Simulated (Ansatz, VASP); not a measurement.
**PbS: VASP beside Ansatz**

INCAR

```
PREC = Accurate ; ENCUT = 520
EDIFF = 1E-6 ; ISMEAR = -1
SIGMA = 0.05 ; LREAL = False
LASPH = True ; NELM = 150
ALGO = Normal ; ISIF = 2
LWAVE = False ; LCHARG = False
LNONCOLLINEAR = True ; MAGMOM = 0 0 0 0 0 0
LORBIT = 11 ; LSORBIT = True
GGA_COMPAT = False ; LORBMOM = True
GGA = PS ; NBANDS = 32
```

File KPOINTS:

```
Automatic mesh
0
Gamma
  8 8 8
```

Contents of POSCAR:

```
PbS
1.0
    0.0000000000      2.9657500000      2.9657500000
    2.9657500000      0.0000000000      2.9657500000
    2.9657500000      2.9657500000      0.0000000000
Pb S
1 1
Direct
    0.0000000000      0.0000000000      0.0000000000
    0.5000000000      0.5000000000      0.5000000000
```

Contents of input.yaml:

```yaml
crystal:
  lattice:
    - [0.0, 2.96575, 2.96575]
    - [2.96575, 0.0, 2.96575]
    - [2.96575, 2.96575, 0.0]
  atoms:
    - { symbol: Pb, position: [0.0, 0.0, 0.0] }
    - { symbol: S, position: [0.5, 0.5, 0.5] }
hamiltonian:
  xc: pbesol
  pseudopotentials: { kind: paw_fr }
magnetization:
  noncollinear: true
  spin_orbit: true
kpoints:
  mp_grid: { grid: [8, 8, 8] }
  band_path:
    path:
      - [[0.0, 0.0, 0.0], [0.5, 0.0, 0.5], [0.5, 0.25, 0.75], [0.375, 0.375, 0.75], [0.0, 0.0, 0.0], [0.5, 0.5, 0.5], [0.625, 0.25, 0.625], [0.5, 0.25, 0.75], [0.5, 0.5, 0.5], [0.375, 0.375, 0.75]]
      - [[0.625, 0.25, 0.625], [0.5, 0.0, 0.5]]
    npoints: 14
scf:
  occupations: { method: fermi_dirac, width: 0.05 }
  n_extra_bands: 6
output:
  forces: true
  stress: true
  eigenvalues: true
  fatbands: false
```

Alike in both runs: functional PBEsol; k mesh 8 × 8 × 8; occupations fermi-dirac, width 0.05 eV; non-collinear spin, spin-orbit coupling.

```csv
,VASP,Ansatz
version,VASP 6.6.1,Ansatz 0.2.0
potentials or method,"VASP PAW PBE potentials, release 64 (Pb_d, S)",Ansatz PAW
plane-wave cutoff (eV),520,420
valence electrons in the cell,20,20
task,single point,band structure
```

VASP gave:

* pressure (GPa): -1.3
* net moment per atom (μB): 0.00

**Question.** What did Ansatz give for the same quantities?

**Answer.** Pressure (GPa): -1.4; net moment per atom (μB): 0.00.

VASP's potentials were made for PBE, not for PBEsol.
